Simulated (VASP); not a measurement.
**SiC: single point with PBE**

SiC:

```
Si C
1.0
     0.00000    2.11487    2.11487
     2.11487    0.00000    2.11487
     2.23260    2.23260   -0.11773
Si C
1 1
Direct
  0.00000 0.00000 0.00000
  0.75000 0.75000 0.75000
```

```yaml
Program: VASP 6.6.1
Task: single point
Functional: PBE
Potentials_or_basis: VASP PAW PBE potentials, release 64 (Si, C)
Cutoff: 520 eV
k_mesh: 12 × 12 × 12
Occupations: gaussian, width 0.05 eV
Spin: no spin polarisation
```

```yaml
Pressure: 7.3 GPa
Largest_force: 0.524 eV/Å
Band_gap_on_the_k_mesh: 1.07 eV, indirect (least direct gap 4.03 eV)
```

Forces in eV/Å, atoms in the order of the input:
```
Si   0.302  0.302 -0.302
C   -0.302 -0.302  0.302
```

Stress tensor (GPa, compression positive):
```
  7.29 -14.20  14.20
-14.20   7.29  14.20
 14.20  14.20   7.29
```

Levels at points of the mesh, in eV from the valence-band top:
| k point | band 1 | band 2 | band 3 | band 4 | band 5 | band 6 | band 7 | band 8 | band 9 |
| --- | --- | --- | --- | --- | --- | --- | --- | --- | --- |
| (0.00, 0.00, 0.00) | -15.68 | -0.57 | 0.00 | 0.00 | 4.61 | 7.63 | 7.84 | 7.84 | 14.45 |
| (0.50, 0.00, 0.00) | -11.86 | -8.72 | -1.42 | -1.31 | 4.76 | 6.46 | 7.48 | 9.83 | 15.40 |
| (0.50, 0.50, 0.00) | -10.63 | -7.99 | -3.74 | -2.96 | 1.07 | 4.33 | 13.34 | 13.76 | 15.32 |
| (0.00, 0.00, 0.50) | -12.70 | -8.87 | -0.77 | -0.77 | 6.52 | 7.77 | 7.77 | 10.19 | 15.90 |

Run time: 14 s on 1 thread of Intel(R) Xeon(R) Platinum 8488C (Sapphire Rapids), on a shared host, peak memory 0.16 GiB.

A k mesh can miss the band edges.
